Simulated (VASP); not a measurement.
# Tl (P6_3/mmc) in VASP: notebook, part 2 of 2

VASP 6.6.1.

**4. Single point, PBE**

This run uses another cell than the first one, of 31.45 Å³/atom, 1.117 times its volume.

The input, INCAR:

```
SYSTEM = Tl
PREC     = Accurate       ! precision mode
ENCUT    = 520            ! plane-wave cutoff, eV
EDIFF    = 1E-7           ! SCF threshold, eV
ISMEAR   = 0              ! smearing method
SIGMA    = 0.1            ! smearing width, eV
LREAL    = .False.        ! projectors in reciprocal space
LASPH    = .True.         ! aspherical terms in the spheres
NELM     = 60             ! most SCF steps
ALGO     = Fast           ! electronic algorithm
ISIF     = 2              ! what is computed and relaxed
LWAVE    = .False.        ! write WAVECAR
LCHARG   = .False.        ! write CHGCAR
GGA      = PE             ! functional
NBANDS   = 20             ! bands
```

The input, KPOINTS:

```
Automatic mesh
0
Gamma
  15 15 8
  0 0 0
```

The input, POSCAR:

```
Tl
1.0
    3.6113033975      0.0000000000      0.0000000000
   -1.8056516987      3.1274804830      0.0000000000
    0.0000000000      0.0000000000      5.5690252396
Tl
2
Direct
    0.3333333333      0.6666666667      0.2500000000
    0.6666666667      0.3333333333      0.7500000000
```

Potentials or basis: VASP PAW PBE potentials, release 64 (Tl_d).

Command:

```console
$ cat potpaw_PBE.64/Tl_d/POTCAR > POTCAR
$ mpirun -np 1 vasp_std > vasp.out
```

OUTCAR:

```text
SYSTEM = Tl
   PREC = Accurate
   ENCUT = 520
   EDIFF = 1E-7
   ISMEAR = 0
   LREAL = .False.
   LASPH = .True.
   NELM = 60
   ISIF = 2
   GGA = PE

 ion  position               nearest neighbor table
   1  0.333  0.667  0.250-   2 3.48   2 3.48   2 3.48   2 3.48   2 3.48   2 3.48
   2  0.667  0.333  0.750-   1 3.48   1 3.48   1 3.48   1 3.48   1 3.48   1 3.48

  LATTYP: Found a hexagonal cell.
 ALAT       =     3.6113033975
 C/A-ratio  =     1.5421094897

  Lattice vectors:

 A1 = (   3.6113033975,   0.0000000000,   0.0000000000)
 A2 = (  -1.8056516987,   3.1274804830,   0.0000000000)
 A3 = (   0.0000000000,   0.0000000000,   5.5690252396)

Analysis of symmetry for initial positions (statically):
=====================================================================
 Subroutine PRICEL returns:
 Original cell was already a primitive cell.

 Routine SETGRP: Setting up the symmetry group for a
 hexagonal supercell.

 Subroutine GETGRP returns: Found 24 space group operations
 (whereof 12 operations were pure point group operations)
 out of a pool of 24 trial point group operations.

The static configuration has the point symmetry D_3d.
 The point group associated with its full space group is D_6h.

Analysis of symmetry for dynamics (positions and initial velocities):
=====================================================================
 Subroutine PRICEL returns:
 Original cell was already a primitive cell.

 Routine SETGRP: Setting up the symmetry group for a
 hexagonal supercell.

 Subroutine GETGRP returns: Found 24 space group operations
 (whereof 12 operations were pure point group operations)
 out of a pool of 24 trial point group operations.

The dynamic configuration has the point symmetry D_3d.
 The point group associated with its full space group is D_6h.

 Subroutine INISYM returns: Found 24 space group operations
 (whereof 12 operations are pure point group operations),
 and found     1 'primitive' translations

----------------------------------------------------------------------------------------

[... 112 lines left out ...]
     AMIX_MAG =   1.60;   BMIX_MAG =  1.00
  volume/ion in A,a.u.               =      31.45       212.23
  Fermi-wavevector in a.u.,A,eV,Ry     =   1.219514  2.304547 20.234771  1.487214
  Thomas-Fermi vector in A             =   2.354763
   LORBIT       =      0    0 simple, 1 ext, 2 COOP (PROOUT), +10 PAW based schemes
   GGA     = PE    functional components
   LHFCALC =     F    Hartree Fock is set to
   AEXX    =    0.0000 exact exchange contribution
   IVDW    =     0    specifies the selected vdW correction
   LEPSILON=     F    determine dielectric tensor
   LRPA    =     F    only Hartree local field effects (RPA)
 non-spin polarized calculation
 RMM-DIIS sequential band-by-band and
 Gauss-broadening in eV      SIGMA  =   0.10
  energy-cutoff  :      520.00
  volume of cell :       62.90
 maximum number of plane-waves:      1716
 NGX is ok and might be reduce to    28
   NGX = 13   NGY = 13   NGZ = 21

 number of electron      26.0000006 magnetization

 Free energy of the ion-electron system (eV)
  ---------------------------------------------------
  ext. energy  EPLUGINS =         0.00000000
  ---------------------------------------------------
  free energy    TOTEN  =        -4.45455655 eV

  energy without entropy =       -4.45103617  energy(sigma->0) =       -4.45279636

 E-fermi :   5.6475     XC(G=0):  -9.7216

 val. band max:        5.5893211818   @ k =   0.2000   0.2000   0.0000
 cond. band min:       5.6592999711   @ k =   0.2667   0.1333   0.0000
 fundamental gap:      0.0699787893
 Fermi energy:         5.6475450336

 k-point     1 :       0.0000    0.0000    0.0000
  band No.  band energies     occupation
      1      -6.0070      2.00000
      2      -5.8323      2.00000
      3      -5.8323      2.00000
      4      -5.8225      2.00000
      5      -5.7869      2.00000
      6      -5.7869      2.00000
[... 541 lines left out ...]
     19      12.8570      0.00000
     20      16.5677      0.00000

 [... further k-points ...]

------------------------ aborting loop because EDIFF is reached ----------------------------------------

  FORCE on cell =-STRESS in cart. coord.  units (eV):
  Direction    XX          YY          ZZ          XY          YZ          ZX
  --------------------------------------------------------------------------------------
  -------------------------------------------------------------------------------------
  Total       -0.0293415     -0.0293415     -0.0329660     -0.0000000      0.0000000      0.0000000
  in kB       -0.7474041     -0.7474041     -0.8397292     -0.0000000      0.0000000      0.0000000
  external PRESSURE =      -0.7781791 kB  Pullay stress =       0.0000000 kB

 VOLUME and BASIS-vectors are now :
 -----------------------------------------------------------------------------
  energy-cutoff  :      520.00
  volume of cell :       62.90
      direct lattice vectors                 reciprocal lattice vectors
     3.611303397  0.000000000  0.000000000     0.276908332  0.159873100  0.000000000
    -1.805651699  3.127480483  0.000000000     0.000000000  0.319746200  0.000000000
     0.000000000  0.000000000  5.569025240     0.000000000  0.000000000  0.179564638

 POSITION                                       TOTAL-FORCE (eV/Angst)
 -----------------------------------------------------------------------------------
     -0.00000      2.08499      1.39226        -0.000000      0.000000      0.000000
      1.80565      1.04249      4.17677         0.000000     -0.000000      0.000000
 -----------------------------------------------------------------------------------
    total drift:                               -0.000000      0.000000      0.000000

  FREE ENERGIE OF THE ION-ELECTRON SYSTEM (eV)
  ---------------------------------------------------
  free  energy   TOTEN  =        -4.4545565487 eV

  energy  without entropy=       -4.4510361702  energy(sigma->0) =       -4.45279636
```

It took 4 min on 1 thread of Oxide Virtual Turin-like, shared host; peak memory 0.24 GiB.

What came out:

```yaml
Free_energy: -4.4546 eV
Pressure: -0.1 GPa
Band_gap_on_the_k_mesh: zero (band 13 reaches 9.15 eV, above the bottom of band 14 at 3.72 eV)
```

Levels at points of the mesh, in eV from the Fermi level:
| k point | band 9 | band 10 | band 11 | band 12 | band 13 | band 14 | band 15 | band 16 | band 17 | band 18 |
| --- | --- | --- | --- | --- | --- | --- | --- | --- | --- | --- |
| (0.00, 0.00, 0.00) | -11.12 | -11.12 | -9.46 | -4.86 | -2.38 | 6.94 | 6.94 | 8.92 | 8.92 | 9.78 |
| (0.00, 0.00, 0.50) | -11.21 | -11.21 | -8.10 | -8.10 | 3.48 | 3.48 | 7.90 | 7.90 | 7.90 | 7.90 |

Caveat: spin-orbit coupling is left out, which moves the levels of the heavy elements.

**5. Relaxation of cell and atoms, PBE**

The input, INCAR:

```
SYSTEM = Tl
PREC = Accurate
ENCUT = 600
EDIFF = 1E-6
ISMEAR = 0
SIGMA = 0.1
LREAL = .False.
LASPH = .True.
NELM = 60
ALGO = Fast
ISIF = 3
LWAVE = .False.
LCHARG = .False.
GGA = PE
IBRION = 2
NSW = 100
EDIFFG = -0.005
```

The input, KPOINTS:

```
regular mesh
0
Gamma
  15 15 8
  0 0 0
```

The input, POSCAR:

```
Tl
1.0
    3.4705966729      0.0000000000      0.0000000000
   -1.7352983364      3.0056248850      0.0000000000
    0.0000000000      0.0000000000      5.3976795222
Tl
2
Direct
    0.3333333333      0.6666666667      0.2500000000
    0.6666666667      0.3333333333      0.7500000000
```

Command:

```console
$ cat potpaw_PBE.64/Tl_d/POTCAR > POTCAR
$ mpirun -np 1 vasp_std > vasp.out
```

Run time: 16 min. Hardware: 1 thread of Oxide Virtual Turin-like, shared host; peak memory 0.26 GiB.

The run converged. Its results:

* Free energy: -4.4526 eV
* Relaxed volume: 31.39 Å³/atom
* Relaxed cell: a = 3.609 Å, b = 3.609 Å, c = 5.567 Å, α = 90.00°, β = 90.00°, γ = 120.00°
* Space group after relaxing (to 0.05 Å): P6_3/mmc (No. 194)
* Energy gained by relaxing: 35.3 meV/atom
* Ionic steps: 9
* Pressure after relaxing: 0.0 GPa
* Band gap on the k mesh: zero (band 13 reaches 9.17 eV, above the bottom of band 14 at 3.73 eV)

Step by step:
| step | energy change (eV) | largest force (eV/Å) | pressure (GPa) | volume (Å³) |
| --- | --- | --- | --- | --- |
| 1 | 0.0000 | 0.0000 | 3.94 | 56.30 |
| 2 | -0.0698 | 0.0000 | 0.22 | 62.13 |
| 3 | -0.0703 | 0.0000 | 0.04 | 62.62 |
| 4 | -0.0703 | 0.0000 | -0.03 | 62.75 |
| 5 | -0.0704 | 0.0000 | -0.02 | 62.76 |
| 6 | -0.0705 | 0.0000 | -0.02 | 62.78 |
| 7 | -0.0704 | 0.0000 | -0.02 | 62.81 |
| 8 | -0.0705 | 0.0000 | -0.02 | 62.79 |
| 9 | -0.0705 | 0.0000 | -0.02 | 62.79 |

Final structure:
```
Tl
1.0
     3.60897    0.00000    0.00000
    -1.80448    3.12546    0.00000
     0.00000    0.00000    5.56654
Tl
2
Direct
  0.33333 0.66667 0.25000
  0.66667 0.33333 0.75000
```

Levels at points of the mesh, in eV from the Fermi level:
```tsv
k point	band 9	band 10	band 11	band 12	band 13	band 14	band 15	band 16	band 17
(0.00, 0.00, 0.00)	-11.12	-11.12	-9.47	-4.86	-2.38	6.95	6.95	8.93	8.93
(0.00, 0.00, 0.50)	-11.21	-11.21	-8.10	-8.10	3.49	3.49	7.91	7.91	7.91
```

Caveat: spin-orbit coupling is left out, which moves the levels of the heavy elements; the volume moved by +12 % from the deposited cell, more than functionals usually miss. PBE usually gives volumes a little too large and moduli too small.

**6. Relaxation of cell and atoms, PBE**

This run uses another cell than the first one, of 31.45 Å³/atom, 1.117 times its volume.

The input, INCAR:

```
PREC = Accurate
ENCUT = 600
EDIFF = 1E-6
ISMEAR = 0
SIGMA = 0.1
LREAL = F
LASPH = T
NELM = 80
ALGO = Fast
ISIF = 3
LWAVE = F
LCHARG = F
GGA = PE
IBRION = 2
NSW = 100
EDIFFG = -0.005
```

The input, KPOINTS:

```
regular mesh
0
Gamma
  15 15 8
```

The input, POSCAR:

```
Tl
1.0
    3.6113033975      0.0000000000      0.0000000000
   -1.8056516987      3.1274804830      0.0000000000
    0.0000000000      0.0000000000      5.5690252396
Tl
2
Direct
    0.3333333333      0.6666666667      0.2500000000
    0.6666666667      0.3333333333      0.7500000000
```

Potentials or basis: VASP PAW PBE potentials, release 64 (Tl_d).

Command:

```console
$ cat potpaw_PBE.64/Tl_d/POTCAR > POTCAR
$ mpirun -np 1 vasp_std > vasp.out
```

It took 3.3 min on 1 thread of Oxide Virtual Turin-like, shared host; peak memory 0.28 GiB.

The run converged. Its results:

```
Free energy                            : -4.4546 eV
Relaxed volume                         : 31.41 Å³/atom
Relaxed cell                           : a = 3.610 Å, b = 3.610 Å, c = 5.567 Å, α = 90.00°, β = 90.00°, γ = 120.00°
Space group after relaxing (to 0.05 Å) : P6_3/mmc (No. 194)
Energy gained by relaxing              : 0.0 meV/atom
Ionic steps                            : 2
Pressure after relaxing                : 0.0 GPa
Band gap on the k mesh                 : zero (band 13 reaches 9.16 eV, above the bottom of band 14 at 3.72 eV)
```

Final structure:
```cif
data_structure
_symmetry_space_group_name_H-M 'P 1'
_symmetry_Int_Tables_number 1
_cell_length_a 3.6101
_cell_length_b 3.6101
_cell_length_c 5.5667
_cell_angle_alpha 90.000
_cell_angle_beta 90.000
_cell_angle_gamma 120.000
_cell_volume 62.83
loop_
_atom_site_label
_atom_site_type_symbol
_atom_site_fract_x
_atom_site_fract_y
_atom_site_fract_z
_atom_site_occupancy
Tl1 Tl 0.33333 0.66667 0.25000 1
Tl2 Tl 0.66667 0.33333 0.75000 1
```

Levels at points of the mesh, in eV from the Fermi level:
```
           k point  band 9  band 10  band 11  band 12  band 13  band 14  band 15  band 16  band 17
(0.00, 0.00, 0.00)  -11.12   -11.12    -9.47    -4.86    -2.38     6.94     6.94     8.93     8.93
(0.00, 0.00, 0.50)  -11.21   -11.21    -8.10    -8.10     3.49     3.49     7.90     7.90     7.90
```

Caveat: spin-orbit coupling is left out, which moves the levels of the heavy elements.

**7. Overview**

| task | cell | k mesh | cutoff (eV) | gap on the mesh (eV) | pressure (GPa) | relaxed volume (Å³/atom) |
| --- | --- | --- | --- | --- | --- | --- |
| single point | a = 3.471, b = 3.471, c = 5.398 Å, angles 90.0, 90.0, 120.0°, 2 atoms | 6 × 6 × 4 | 520 | none | 3.6 | - |
| single point | a = 3.611, b = 3.611, c = 5.569 Å, angles 90.0, 90.0, 120.0°, 2 atoms | 15 × 15 × 8 | 520 | none | -0.1 | - |
| relaxation of cell and atoms | relaxed from a = 3.471, b = 3.471, c = 5.398 Å, angles 90.0, 90.0, 120.0°, 2 atoms | 15 × 15 × 8 | 600 | none | 0.0 | 31.39 |
| relaxation of cell and atoms | relaxed from a = 3.611, b = 3.611, c = 5.569 Å, angles 90.0, 90.0, 120.0°, 2 atoms | 15 × 15 × 8 | 600 | none | 0.0 | 31.41 |

Alike in all rows: level PBE; potentials or basis VASP PAW PBE potentials, release 64 (Tl_d); no spin polarisation; smearing gaussian 0.1 eV.

Caveats: spin-orbit coupling is left out, which moves the levels of the heavy elements; the volume moved by +12 % from the deposited cell, more than functionals usually miss (some runs).

Total energies depend on the potentials used, so only differences within one code and one set of settings carry meaning.
